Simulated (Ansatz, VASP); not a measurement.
## Two plane-wave programs on Ba

```
Ba
1.0
     4.14599    1.03650    1.03650
     1.03650    4.14599    1.03650
     1.03650    1.03650    4.14599
Ba
1
Direct
  0.00000 0.00000 0.00000
```

Alike in both runs: task single point; functional LDA; k mesh 14 × 14 × 14; occupations gaussian, width 0.15 eV; no spin polarisation.

|  | VASP | Ansatz |
| --- | --- | --- |
| version | VASP 6.6.1 | Ansatz 0.2.0 |
| potentials or method | VASP PAW LDA potentials, release 64 (Ba_sv), cutoff 520 eV | scalar-relativistic, plane waves, PAW |
| valence electrons in the cell | 10 | 10 |

|  | VASP | Ansatz | Ansatz less VASP |
| --- | --- | --- | --- |
| gap on the k mesh at the Fermi level (eV) | none | none | - |
| pressure (GPa) | -0.9 | -0.9 | -0.04 |

LDA's correlation is that of Perdew and Zunger in VASP and of Perdew and Wang (1992) in Ansatz. A gap of «none» marks a metal or a gap that the smearing closes.

Neither program's run includes spin-orbit coupling.
